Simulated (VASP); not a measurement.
# LiF (P6_3mc) in VASP: further runs

LiF is run at these levels: LDA; tasks: single point.

Program: VASP 6.6.1. These are calculated values, not measurements. Logs are shortened: lines on timing, memory, paths and dates and some standing lists are left out, and cuts for length are marked.

### 1 The cell of the first run

It takes space group P6_3mc (No. 186, hexagonal). Conventional cell: a = 3.046 Å, b = 3.046 Å, c = 4.609 Å, α = 90.00°, β = 90.00°, γ = 120.00°. Within 2.1 Å of Li (site symmetry 3m) lie 4 F at 1.60 to 1.90 Å. Within 2.1 Å of F (site symmetry 3m) lie 4 Li at 1.60 to 1.90 Å.

### 2 Single point, LDA (c/a of the conventional cell at fixed volume 1.5130)

File INCAR:

```
PREC = Accurate
ENCUT = 520
EDIFF = 1E-7
ISMEAR = 0
SIGMA = 0.05
LREAL = False
LASPH = True
NELM = 80
ALGO = Normal
ISIF = 2
LWAVE = False
LCHARG = False
GGA = CA
NBANDS = 18
```

File KPOINTS:

```
regular mesh
0
Gamma
  9 9 6
```

File POSCAR:

```
LiF
1.0
    3.0464146835      0.0000000000      0.0000000000
   -1.5232073417      2.6382725064      0.0000000000
    0.0000000000      0.0000000000      4.6092254161
Li F
2 2
Direct
    0.3333333333      0.6666666667      0.3371874601
    0.6666666667      0.3333333333      0.8371874601
    0.3333333333      0.6666666667      0.9910195924
    0.6666666667      0.3333333333      0.4910195924
```

Potentials or basis: VASP PAW LDA potentials, release 64 (Li_sv, F).

The run is started by

```console
$ cat potpaw_LDA.64/Li_sv/POTCAR potpaw_LDA.64/F/POTCAR > POTCAR
$ mpirun -np 1 vasp_std > vasp.out
```

OUTCAR:

```text
PREC = Accurate
   ENCUT = 520
   EDIFF = 1E-7
   ISMEAR = 0
   LREAL = False
   LASPH = True
   NELM = 80
   ISIF = 2
   GGA = CA

 ion  position               nearest neighbor table
   1  0.333  0.667  0.337-   3 1.60   4 1.90   4 1.90   4 1.90
   2  0.667  0.333  0.837-   4 1.60   3 1.90   3 1.90   3 1.90
   3  0.333  0.667  0.991-   1 1.60   2 1.90   2 1.90   2 1.90
   4  0.667  0.333  0.491-   2 1.60   1 1.90   1 1.90   1 1.90

  LATTYP: Found a hexagonal cell.
 ALAT       =     3.0464146835
 C/A-ratio  =     1.5130000000

  Lattice vectors:

 A1 = (   3.0464146835,   0.0000000000,   0.0000000000)
 A2 = (  -1.5232073417,   2.6382725064,   0.0000000000)
 A3 = (   0.0000000000,   0.0000000000,   4.6092254161)

Analysis of symmetry for initial positions (statically):
=====================================================================
 Subroutine PRICEL returns:
 Original cell was already a primitive cell.

 Routine SETGRP: Setting up the symmetry group for a
 hexagonal supercell.

 Subroutine GETGRP returns: Found 12 space group operations
 (whereof  6 operations were pure point group operations)
 out of a pool of 24 trial point group operations.

The static configuration has the point symmetry C_3v.
 The point group associated with its full space group is C_6v.

Analysis of symmetry for dynamics (positions and initial velocities):
=====================================================================
 Subroutine PRICEL returns:
 Original cell was already a primitive cell.

 Routine SETGRP: Setting up the symmetry group for a
 hexagonal supercell.

 Subroutine GETGRP returns: Found 12 space group operations
 (whereof  6 operations were pure point group operations)
 out of a pool of 24 trial point group operations.

The dynamic configuration has the point symmetry C_3v.
 The point group associated with its full space group is C_6v.

 Subroutine INISYM returns: Found 12 space group operations
 (whereof  6 operations are pure point group operations),
 and found     1 'primitive' translations

----------------------------------------------------------------------------------------

                                     Primitive cell

  volume of cell :      37.0456

  direct lattice vectors                    reciprocal lattice vectors
     3.046414684  0.000000000  0.000000000     0.328254720  0.189517951  0.000000000
    -1.523207342  2.638272506  0.000000000     0.000000000  0.379035902  0.000000000
     0.000000000  0.000000000  4.609225416     0.000000000  0.000000000  0.216956193

  length of vectors
     3.046414684  3.046414683  4.609225416     0.379035902  0.379035902  0.216956193

  position of ions in fractional coordinates (direct lattice)
     0.333333333  0.666666667  0.337187460
     0.666666667  0.333333333  0.837187460
     0.333333333  0.666666667  0.991019592
     0.666666667  0.333333333  0.491019592

  ion indices of the primitive-cell ions
   primitive index   ion index
                 1           1
                 2           2
                 3           3
                 4           4

----------------------------------------------------------------------------------------

 KPOINTS: regular mesh

Automatic generation of k-mesh.
 Grid dimensions read from file:
 generate k-points for:    9    9    6

 Generating k-lattice:

  Cartesian coordinates                     Fractional coordinates (reciprocal lattice)
     0.036472747  0.021057550  0.000000000     0.111111111 -0.000000000  0.000000000
     0.000000000  0.042115100  0.000000000     0.000000000  0.111111111  0.000000000
     0.000000000  0.000000000  0.036159366     0.000000000  0.000000000  0.166666667

  Length of vectors
     0.042115100  0.042115100  0.036159366

  Shift w.r.t. Gamma in fractional coordinates (k-lattice)
     0.000000000  0.000000000  0.000000000

 Subroutine IBZKPT returns following result:
 ===========================================

 Found     48 irreducible k-points:

 Following reciprocal coordinates:
            Coordinates               Weight
  0.000000  0.000000  0.000000      1.000000
  0.111111 -0.000000  0.000000      6.000000
  0.222222 -0.000000  0.000000      6.000000
  0.333333  0.000000  0.000000      6.000000
  0.444444 -0.000000  0.000000      6.000000
  0.111111  0.111111  0.000000      6.000000
[... 16 lines left out ...]
  0.333333  0.222222  0.166667     24.000000
  0.333333  0.333333  0.166667      4.000000
 [... further k-points ...]
   k-points           NKPTS =     48   k-points in BZ     NKDIM =     48   number of bands    NBANDS=     18
   number of dos      NEDOS =    301   number of ions     NIONS =      4
   total plane-waves  NPLWV =  20736
   dimension x,y,z NGX =    24 NGY =   24 NGZ =   36
   dimension x,y,z NGXF=    48 NGYF=   48 NGZF=   72
   ions per type =               2   2
   NGX,Y,Z   is equivalent  to a cutoff of  13.10, 13.10, 12.98 a.u.
   NGXF,Y,Z  is equivalent  to a cutoff of  26.19, 26.19, 25.97 a.u.
 SYSTEM =  unknown system
   PREC   = accura    normal or accurate (medium, high low for compatibility)
   ISTART =      0    job   : 0-new  1-cont  2-samecut
   ICHARG =      2    charge: 1-file 2-atom 10-const
   ISPIN  =      1    spin polarized calculation?
   LNONCOLLINEAR =      F non collinear calculations
   LSORBIT =      F    spin-orbit coupling
   LASPH  =      T    aspherical Exc in radial PAW
   ENCUT  =  520.0 eV  38.22 Ry    6.18 a.u.   5.66  5.66  8.57*2*pi/ulx,y,z
   NELM   =     80;   NELMIN=  2; NELMDL= -5     # of ELM steps
   EDIFF  = 0.1E-06   stopping-criterion for ELM
   LREAL  =      F    real-space projection
   EDIFFG = 0.1E-05   stopping-criterion for IOM
   NSW    =      0    number of steps for IOM
   IBRION =     -1    ionic relax: 0-MD 1-quasi-New 2-CG
   NFREE  =      0    steps in history (QN), initial steepest desc. (CG)
   ISIF   =      2    stress and relaxation
   ISYM   =      2    0-nonsym 1-usesym 2-fastsym
   POTIM  = 0.5000    time-step for ionic-motion
   TEBEG  =    0.0;   TEEND  =   0.0 temperature during run
   PSTRESS=    0.0 pullay stress
   NELECT =      20.0000    total number of electrons
   NUPDOWN=      -1.0000    fix difference up-down
   EMIN   =  10.00;   EMAX   =-10.00  energy-range for DOS
   EFERMI =   0.00;   METHOD = LEGACY
   ISMEAR =     0;   SIGMA  =   0.05  broadening in eV -4-tet -1-fermi 0-gaus
   EFERMI_NEDOS =   21; number of points for ismear=-14 and -15
   IALGO  =     38    algorithm
   IMIX   =      4    mixing-type and parameters
     AMIX     =   0.40;   BMIX     =  1.00
     AMIX_MAG =   1.60;   BMIX_MAG =  1.00
  volume/ion in A,a.u.               =       9.26        62.50
  Fermi-wavevector in a.u.,A,eV,Ry     =   1.333028  2.519058 24.177060  1.776964
  Thomas-Fermi vector in A             =   2.461918
   LORBIT       =      0    0 simple, 1 ext, 2 COOP (PROOUT), +10 PAW based schemes
   GGA     = CA    functional components
   LHFCALC =     F    Hartree Fock is set to
   AEXX    =    0.0000 exact exchange contribution
   IVDW    =     0    specifies the selected vdW correction
   LEPSILON=     F    determine dielectric tensor
   LRPA    =     F    only Hartree local field effects (RPA)
 non-spin polarized calculation
 Gauss-broadening in eV      SIGMA  =   0.05
  energy-cutoff  :      520.00
  volume of cell :       37.05
 maximum number of plane-waves:      1008
 NGX is ok and might be reduce to    24
   NGX = 11   NGY = 11   NGZ = 17

 number of electron      19.9999982 magnetization

 Free energy of the ion-electron system (eV)
  ---------------------------------------------------
  ext. energy  EPLUGINS =         0.00000000
  ---------------------------------------------------
  free energy    TOTEN  =       -20.47392970 eV

  energy without entropy =      -20.47392970  energy(sigma->0) =      -20.47392970

 E-fermi :  -2.1667     XC(G=0):  -9.8441

 val. band max:       -2.5497557536   @ k =   0.0000   0.0000   0.0000
 cond. band min:       5.3320101290   @ k =   0.0000   0.0000   0.0000
 fundamental gap:      7.8817658826
 Fermi energy:        -2.1667037291

 k-point     1 :       0.0000    0.0000    0.0000
  band No.  band energies     occupation
      1     -41.5580      2.00000
      2     -41.4701      2.00000
      3     -21.5688      2.00000
      4     -21.4218      2.00000
      5      -4.6940      2.00000
      6      -2.9931      2.00000
[... 10 lines left out ...]
     17      17.3937      0.00000
     18      19.3769      0.00000

 k-point     2 :       0.1111   -0.0000    0.0000
  band No.  band energies     occupation
      1     -41.5525      2.00000
      2     -41.4693      2.00000
      3     -21.5489      2.00000
      4     -21.4092      2.00000
      5      -4.6586      2.00000
      6      -3.1389      2.00000
[... 10 lines left out ...]
     17      17.5024      0.00000
     18      19.1525      0.00000

 k-point     3 :       0.2222   -0.0000    0.0000
  band No.  band energies     occupation
      1     -41.5378      2.00000
      2     -41.4681      2.00000
      3     -21.4962      2.00000
      4     -21.3784      2.00000
      5      -4.5918      2.00000
      6      -3.5610      2.00000
[... 10 lines left out ...]
     17      17.2583      0.00000
     18      18.0090      0.00000

 k-point     4 :       0.3333    0.0000    0.0000
  band No.  band energies     occupation
      1     -41.5190      2.00000
      2     -41.4687      2.00000
      3     -21.4300      2.00000
      4     -21.3470      2.00000
      5      -4.6714      2.00000
      6      -3.8937      2.00000
[... 375 lines left out ...]
      4     -21.3403      2.00000
      5      -4.3963      2.00000
      6      -4.3701      2.00000
[... 10 lines left out ...]
     17      18.0649      0.00000
     18      19.0630      0.00000

 k-point    23 :       0.3333    0.2222    0.1667
  band No.  band energies     occupation
      1     -41.4938      2.00000
      2     -41.4767      2.00000
      3     -21.3561      2.00000
      4     -21.3300      2.00000
      5      -4.6738      2.00000
      6      -4.1609      2.00000
[... 10 lines left out ...]
     17      17.5391      0.00000
     18      19.1266      0.00000

 k-point    24 :       0.3333    0.3333    0.1667
  band No.  band energies     occupation
      1     -41.4837      2.00000
      2     -41.4837      2.00000
      3     -21.3342      2.00000
      4     -21.3342      2.00000
      5      -4.6777      2.00000
      6      -4.0314      2.00000
[... 10 lines left out ...]
     17      16.7570      0.00000
     18      19.0108      0.00000

 [... further k-points ...]
[... 5 lines left out ...]
  --------------------------------------------------------------------------------------
  -------------------------------------------------------------------------------------
  Total       -0.9171323     -0.9171323      4.8348473     -0.0000000      0.0000000      0.0000000
  in kB      -39.6648644    -39.6648644    209.1012950     -0.0000000      0.0000000      0.0000000
  external PRESSURE =      43.2571887 kB  Pullay stress =       0.0000000 kB

 VOLUME and BASIS-vectors are now :
 -----------------------------------------------------------------------------
  energy-cutoff  :      520.00
  volume of cell :       37.05
      direct lattice vectors                 reciprocal lattice vectors
     3.046414684  0.000000000  0.000000000     0.328254720  0.189517951  0.000000000
    -1.523207342  2.638272506  0.000000000     0.000000000  0.379035902  0.000000000
     0.000000000  0.000000000  4.609225416     0.000000000  0.000000000  0.216956193

 POSITION                                       TOTAL-FORCE (eV/Angst)
 -----------------------------------------------------------------------------------
     -0.00000      1.75885      1.55417         0.000000      0.000000      1.819500
      1.52321      0.87942      3.85879         0.000000      0.000000      1.819500
     -0.00000      1.75885      4.56783        -0.000000      0.000000     -1.819500
      1.52321      0.87942      2.26322        -0.000000     -0.000000     -1.819500
 -----------------------------------------------------------------------------------
    total drift:                               -0.000000     -0.000000     -0.002649

  FREE ENERGIE OF THE ION-ELECTRON SYSTEM (eV)
  ---------------------------------------------------
  free  energy   TOTEN  =       -20.4739296962 eV

  energy  without entropy=      -20.4739296962  energy(sigma->0) =      -20.47392970
```

It used 60 s of CPU time on 1 thread of AMD EPYC 7R13 Processor (Zen 3), on a shared host.

What came out:

| Item | Value |
| --- | --- |
| Free energy | -20.4739 eV |
| Largest force | 1.819 eV/Å |
| Band gap on the k mesh | 7.88 eV, direct |

Forces in eV/Å, atoms in the order of the input:
```
Li   0.000  0.000  1.819
Li   0.000  0.000  1.819
F    0.000  0.000 -1.819
F    0.000  0.000 -1.819
```

Caveat: the cutoff is under 1.25 times the usual one of these potentials, so pressure, stress and relaxed cells hold a basis-set (Pulay) error; forces of over 1 eV/Å act on the atoms, so gaps and moduli don't describe the material at rest.

(Continued in part 2 of 2.)
